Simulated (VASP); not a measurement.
# Hf (P-1) in VASP: a series of runs

Hf is run at these levels: PBEsol; tasks: single point.

All numbers are computed with VASP 6.6.1; they aren't measurements. Logs are shortened: lines on timing, memory, paths and dates and some standing lists are left out, and cuts for length are marked.

## (1) The cell of the first run

The typed cell holds 2 atoms: a = 3.197 Å, b = 3.197 Å, c = 5.058 Å, α = 90.00°, β = 90.00°, γ = 120.00°.

## (2) Single point, PBEsol (atom 1 (Hf) moved by (-0.450, -0.450) A along [1 1 0] and z)

INCAR

```
PREC = Accurate ; ENCUT = 520
EDIFF = 1E-7 ; ISMEAR = 0
SIGMA = 0.15 ; LREAL = F
LASPH = T ; NELM = 100
ALGO = Fast ; ISIF = 2
LWAVE = F ; LCHARG = F
GGA = PS ; NBANDS = 17
```

KPOINTS

```
regular mesh
0
Gamma
  18 18 10
```

POSCAR

```
Hf
1.0
    3.1966985242      0.0000000000      0.0000000000
   -1.5983492621      2.7684221302      0.0000000000
    0.0000000000      0.0000000000      5.0578000000
Hf
2
Direct
    0.1763245387      0.5517282517      0.1610285104
    0.6666666667      0.3333333333      0.7500000000
```

Potentials or basis: VASP PAW PBE potentials, release 64 (Hf_pv).

On the command line:

```console
$ cat potpaw_PBE.64/Hf_pv/POTCAR > POTCAR
$ mpirun -np 1 vasp_std > vasp.out
```

OUTCAR:

```text
PREC = Accurate
   ENCUT = 520
   EDIFF = 1E-7
   ISMEAR = 0
   LREAL = F
   LASPH = T
   NELM = 100
   ISIF = 2
   GGA = PS

 ion  position               nearest neighbor table
   1  0.176  0.552  0.161-   2 2.52   2 2.89   2 3.02   2 3.30   2 3.59   2 3.70
   2  0.667  0.333  0.750-   1 2.52   1 2.89   1 3.02   1 3.30   1 3.59   1 3.70

  LATTYP: Found a hexagonal cell.
 ALAT       =     3.1966985242
 C/A-ratio  =     1.5821948681

  Lattice vectors:

 A1 = (   3.1966985242,   0.0000000000,   0.0000000000)
 A2 = (  -1.5983492621,   2.7684221302,   0.0000000000)
 A3 = (   0.0000000000,   0.0000000000,   5.0578000000)

Analysis of symmetry for initial positions (statically):
=====================================================================
 Subroutine PRICEL returns:
 Original cell was already a primitive cell.

 Routine SETGRP: Setting up the symmetry group for a
 hexagonal supercell.

 Subroutine GETGRP returns: Found  2 space group operations
 (whereof  1 operations were pure point group operations)
 out of a pool of 24 trial point group operations.

The static configuration has the point symmetry C_1 .
 The point group associated with its full space group is S_2 .

Analysis of symmetry for dynamics (positions and initial velocities):
=====================================================================
 Subroutine PRICEL returns:
 Original cell was already a primitive cell.

 Routine SETGRP: Setting up the symmetry group for a
 hexagonal supercell.

 Subroutine GETGRP returns: Found  2 space group operations
 (whereof  1 operations were pure point group operations)
 out of a pool of 24 trial point group operations.

The dynamic configuration has the point symmetry C_1 .
 The point group associated with its full space group is S_2 .

 Subroutine INISYM returns: Found  2 space group operations
 (whereof  1 operations are pure point group operations),
 and found     1 'primitive' translations

----------------------------------------------------------------------------------------

                                     Primitive cell

  volume of cell :      44.7606

  direct lattice vectors                    reciprocal lattice vectors
     3.196698524  0.000000000  0.000000000     0.312822743  0.180608295  0.000000000
    -1.598349262  2.768422130  0.000000000     0.000000000  0.361216589  0.000000000
     0.000000000  0.000000000  5.057800000     0.000000000  0.000000000  0.197714421

  length of vectors
     3.196698524  3.196698524  5.057800000     0.361216589  0.361216589  0.197714421

  position of ions in fractional coordinates (direct lattice)
     0.176324539  0.551728252  0.161028510
     0.666666667  0.333333333  0.750000000

  ion indices of the primitive-cell ions
   primitive index   ion index
                 1           1
                 2           2

----------------------------------------------------------------------------------------

 KPOINTS: regular mesh

Automatic generation of k-mesh.
 Grid dimensions read from file:
 generate k-points for:   18   18   10

 Generating k-lattice:

  Cartesian coordinates                     Fractional coordinates (reciprocal lattice)
     0.017379041  0.010033794  0.000000000     0.055555556  0.000000000  0.000000000
     0.000000000  0.020067588  0.000000000     0.000000000  0.055555556  0.000000000
     0.000000000  0.000000000  0.019771442     0.000000000  0.000000000  0.100000000

  Length of vectors
     0.020067588  0.020067588  0.019771442

  Shift w.r.t. Gamma in fractional coordinates (k-lattice)
     0.000000000  0.000000000  0.000000000

 Subroutine IBZKPT returns following result:
 ===========================================

 Found   1624 irreducible k-points:

 Following reciprocal coordinates:
            Coordinates               Weight
  0.000000  0.000000  0.000000      1.000000
  0.055556  0.000000  0.000000      2.000000
  0.000000  0.055556  0.000000      2.000000
 -0.055556  0.055556  0.000000      2.000000
  0.111111  0.000000  0.000000      2.000000
  0.000000  0.111111  0.000000      2.000000
[... 16 lines left out ...]
  0.444444 -0.000000  0.000000      2.000000
  0.000000  0.444444  0.000000      2.000000
 [... further k-points ...]
   k-points           NKPTS =   1624   k-points in BZ     NKDIM =   1624   number of bands    NBANDS=     17
   number of dos      NEDOS =    301   number of ions     NIONS =      2
   total plane-waves  NPLWV =  23040
   dimension x,y,z NGX =    24 NGY =   24 NGZ =   40
   dimension x,y,z NGXF=    48 NGYF=   48 NGZF=   80
   ions per type =               2
   NGX,Y,Z   is equivalent  to a cutoff of  12.48, 12.48, 13.15 a.u.
   NGXF,Y,Z  is equivalent  to a cutoff of  24.96, 24.96, 26.30 a.u.
 SYSTEM =  unknown system
   PREC   = accura    normal or accurate (medium, high low for compatibility)
   ISTART =      0    job   : 0-new  1-cont  2-samecut
   ICHARG =      2    charge: 1-file 2-atom 10-const
   ISPIN  =      1    spin polarized calculation?
   LNONCOLLINEAR =      F non collinear calculations
   LSORBIT =      F    spin-orbit coupling
   LASPH  =      T    aspherical Exc in radial PAW
   ENCUT  =  520.0 eV  38.22 Ry    6.18 a.u.   5.94  5.94  9.40*2*pi/ulx,y,z
   NELM   =    100;   NELMIN=  2; NELMDL= -5     # of ELM steps
   EDIFF  = 0.1E-06   stopping-criterion for ELM
   LREAL  =      F    real-space projection
   EDIFFG = 0.1E-05   stopping-criterion for IOM
   NSW    =      0    number of steps for IOM
   IBRION =     -1    ionic relax: 0-MD 1-quasi-New 2-CG
   NFREE  =      0    steps in history (QN), initial steepest desc. (CG)
   ISIF   =      2    stress and relaxation
   ISYM   =      2    0-nonsym 1-usesym 2-fastsym
   POTIM  = 0.5000    time-step for ionic-motion
   TEBEG  =    0.0;   TEEND  =   0.0 temperature during run
   PSTRESS=    0.0 pullay stress
   NELECT =      20.0000    total number of electrons
   NUPDOWN=      -1.0000    fix difference up-down
   EMIN   =  10.00;   EMAX   =-10.00  energy-range for DOS
   EFERMI =   0.00;   METHOD = LEGACY
   ISMEAR =     0;   SIGMA  =   0.15  broadening in eV -4-tet -1-fermi 0-gaus
   EFERMI_NEDOS =   21; number of points for ismear=-14 and -15
   IALGO  =     68    algorithm
   IMIX   =      4    mixing-type and parameters
     AMIX     =   0.40;   BMIX     =  1.00
     AMIX_MAG =   1.60;   BMIX_MAG =  1.00
  volume/ion in A,a.u.               =      22.38       151.03
  Fermi-wavevector in a.u.,A,eV,Ry     =   1.251564  2.365112 21.312324  1.566412
  Thomas-Fermi vector in A             =   2.385505
   LORBIT       =      0    0 simple, 1 ext, 2 COOP (PROOUT), +10 PAW based schemes
   GGA     = PS    functional components
   LHFCALC =     F    Hartree Fock is set to
   AEXX    =    0.0000 exact exchange contribution
   IVDW    =     0    specifies the selected vdW correction
   LEPSILON=     F    determine dielectric tensor
   LRPA    =     F    only Hartree local field effects (RPA)
 non-spin polarized calculation
 RMM-DIIS sequential band-by-band and
 Gauss-broadening in eV      SIGMA  =   0.15
  energy-cutoff  :      520.00
  volume of cell :       44.76
 maximum number of plane-waves:      1236
   NGX = 11   NGY = 11   NGZ = 19

 number of electron      20.0000001 magnetization

 Free energy of the ion-electron system (eV)
  ---------------------------------------------------
  ext. energy  EPLUGINS =         0.00000000
  ---------------------------------------------------
  free energy    TOTEN  =       -20.17518988 eV

  energy without entropy =      -20.15583132  energy(sigma->0) =      -20.16551060

 E-fermi :   4.5754     XC(G=0): -11.2972

 val. band max:        4.5752393144   @ k =  -0.3333  -0.3333   0.1000
 cond. band min:       4.5768716255   @ k =   0.5000  -0.1667  -0.4000
 fundamental gap:      0.0016323111
 Fermi energy:         4.5753511874

 k-point     1 :       0.0000    0.0000    0.0000
  band No.  band energies     occupation
      1     -26.7529      2.00000
      2     -25.6360      2.00000
      3     -25.4873      2.00000
      4     -25.4571      2.00000
      5     -25.3686      2.00000
      6     -25.0436      2.00000
[... 9 lines left out ...]
     16       9.0761      0.00000
     17       9.2173      0.00000

 k-point     2 :       0.0556    0.0000    0.0000
  band No.  band energies     occupation
      1     -26.7486      2.00000
      2     -25.6614      2.00000
      3     -25.5122      2.00000
      4     -25.4420      2.00000
      5     -25.3733      2.00000
      6     -25.0487      2.00000
[... 9 lines left out ...]
     16       8.7376      0.00000
     17       9.6163      0.00000

 k-point     3 :       0.0000    0.0556    0.0000
  band No.  band energies     occupation
      1     -26.7491      2.00000
      2     -25.6435      2.00000
      3     -25.5208      2.00000
      4     -25.4615      2.00000
      5     -25.3653      2.00000
      6     -25.0452      2.00000
[... 9 lines left out ...]
     16       8.9939      0.00000
     17       9.6236      0.00000

 k-point     4 :      -0.0556    0.0556    0.0000
  band No.  band energies     occupation
      1     -26.7487      2.00000
      2     -25.6560      2.00000
      3     -25.4958      2.00000
      4     -25.4735      2.00000
      5     -25.3658      2.00000
      6     -25.0457      2.00000
[... 9 lines left out ...]
     16       9.0312      0.00000
     17       9.3317      0.00000

 k-point     5 :       0.1111    0.0000    0.0000
  band No.  band energies     occupation
      1     -26.7371      2.00000
      2     -25.7282      2.00000
      3     -25.5552      2.00000
      4     -25.4285      2.00000
      5     -25.3918      2.00000
      6     -25.0620      2.00000
[... 9 lines left out ...]
     16       8.4065      0.00000
     17      10.0873      0.00000

 k-point     6 :       0.0000    0.1111    0.0000
  band No.  band energies     occupation
      1     -26.7382      2.00000
      2     -25.6731      2.00000
      3     -25.5864      2.00000
      4     -25.4858      2.00000
      5     -25.3663      2.00000
      6     -25.0494      2.00000
[... 9 lines left out ...]
     16       8.8066      0.00000
     17      10.2128      0.00000

 k-point     7 :      -0.1111    0.1111    0.0000
  band No.  band energies     occupation
      1     -26.7370      2.00000
      2     -25.7161      2.00000
      3     -25.5192      2.00000
      4     -25.5075      2.00000
      5     -25.3696      2.00000
      6     -25.0513      2.00000
[... 9 lines left out ...]
     16       8.7103      0.00000
     17       9.6850      0.00000

 k-point     8 :       0.1667    0.0000    0.0000
  band No.  band energies     occupation
      1     -26.7220      2.00000
      2     -25.8182      2.00000
      3     -25.6039      2.00000
      4     -25.4488      2.00000
      5     -25.4055      2.00000
      6     -25.0810      2.00000
[... 9 lines left out ...]
     16       8.2399      0.00000
     17      10.5073      0.00000
[... 203 lines left out ...]
      1     -26.6750      2.00000
      2     -26.1402      2.00000
      3     -25.7054      2.00000
      4     -25.6074      2.00000
      5     -25.4810      2.00000
      6     -25.1016      2.00000
[... 9 lines left out ...]
     16       9.7193      0.00000
     17      10.1542      0.00000

 k-point    20 :       0.3889   -0.0000    0.0000
  band No.  band energies     occupation
      1     -26.7215      2.00000
      2     -26.1497      2.00000
      3     -25.7736      2.00000
      4     -25.6126      2.00000
      5     -25.4150      2.00000
      6     -25.2182      2.00000
[... 9 lines left out ...]
     16      10.3559      0.00000
     17      11.1322      0.00000

 k-point    21 :       0.0000    0.3889    0.0000
  band No.  band energies     occupation
      1     -26.6628      2.00000
      2     -26.1823      2.00000
      3     -25.7779      2.00000
      4     -25.6732      2.00000
      5     -25.4692      2.00000
      6     -25.0986      2.00000
[... 9 lines left out ...]
     16      10.3723      0.00000
     17      10.8127      0.00000

 k-point    22 :      -0.3889    0.3889    0.0000
  band No.  band energies     occupation
      1     -26.6698      2.00000
      2     -26.2240      2.00000
      3     -25.7414      2.00000
      4     -25.6088      2.00000
      5     -25.5131      2.00000
      6     -25.1177      2.00000
[... 9 lines left out ...]
     16      10.1638      0.00000
     17      10.2823      0.00000

 k-point    23 :       0.4444   -0.0000    0.0000
  band No.  band energies     occupation
      1     -26.7339      2.00000
      2     -26.1890      2.00000
      3     -25.7932      2.00000
      4     -25.6139      2.00000
      5     -25.4178      2.00000
      6     -25.2507      2.00000
[... 9 lines left out ...]
     16      10.9983      0.00000
     17      11.1870      0.00000

 k-point    24 :       0.0000    0.4444    0.0000
  band No.  band energies     occupation
      1     -26.6577      2.00000
      2     -26.2391      2.00000
      3     -25.8027      2.00000
      4     -25.6796      2.00000
      5     -25.4837      2.00000
      6     -25.1062      2.00000
[... 9 lines left out ...]
     16      10.7786      0.00000
     17      10.8120      0.00000

 [... further k-points ...]
[... 5 lines left out ...]
  --------------------------------------------------------------------------------------
  -------------------------------------------------------------------------------------
  Total        0.9274085     -1.4667810      3.2646465      1.2354419      1.1655821      1.7171965
  in kB       33.1960191    -52.5025270    116.8560207     44.2218846     41.7212975     61.4659970
  external PRESSURE =      32.5165043 kB  Pullay stress =       0.0000000 kB

 VOLUME and BASIS-vectors are now :
 -----------------------------------------------------------------------------
  energy-cutoff  :      520.00
  volume of cell :       44.76
      direct lattice vectors                 reciprocal lattice vectors
     3.196698524  0.000000000  0.000000000     0.312822743  0.180608295  0.000000000
    -1.598349262  2.768422130  0.000000000     0.000000000  0.361216589  0.000000000
     0.000000000  0.000000000  5.057800000     0.000000000  0.000000000  0.197714421

 POSITION                                       TOTAL-FORCE (eV/Angst)
 -----------------------------------------------------------------------------------
     -0.31820      1.52742      0.81445         0.967415      0.672833      3.441676
      1.59835      0.92281      3.79335        -0.967415     -0.672833     -3.441676
 -----------------------------------------------------------------------------------
    total drift:                               -0.000001     -0.000001      0.000000

  FREE ENERGIE OF THE ION-ELECTRON SYSTEM (eV)
  ---------------------------------------------------
  free  energy   TOTEN  =       -20.1751898832 eV

  energy  without entropy=      -20.1558313242  energy(sigma->0) =      -20.16551060
```

Run time: 23 min. Hardware: 1 thread of Intel Xeon 8259CL, shared host; peak memory 1 GiB.

Results:

| Item | Value |
| --- | --- |
| Free energy | -20.1752 eV |
| Pressure | 3.3 GPa |
| Largest force | 3.638 eV/Å |
| Band gap on the k mesh | zero (bands 10 and 11 overlap by 1.50 eV) |

Forces on the atoms (eV/Å):
```
Hf   0.967  0.673  3.442
Hf  -0.967 -0.673 -3.442
```

Caveat: the cell differs from its parent crystal (atom 1 (Hf) moved by (-0.450, -0.450) A along [1 1 0] and z); the stress differs along the axes, from -5 to 12 GPa; the PAW data sets were made with another functional, which shifts forces and pressure a little; spin-orbit coupling is left out, which moves the levels of the heavy elements.

[end of part 1 of 2]
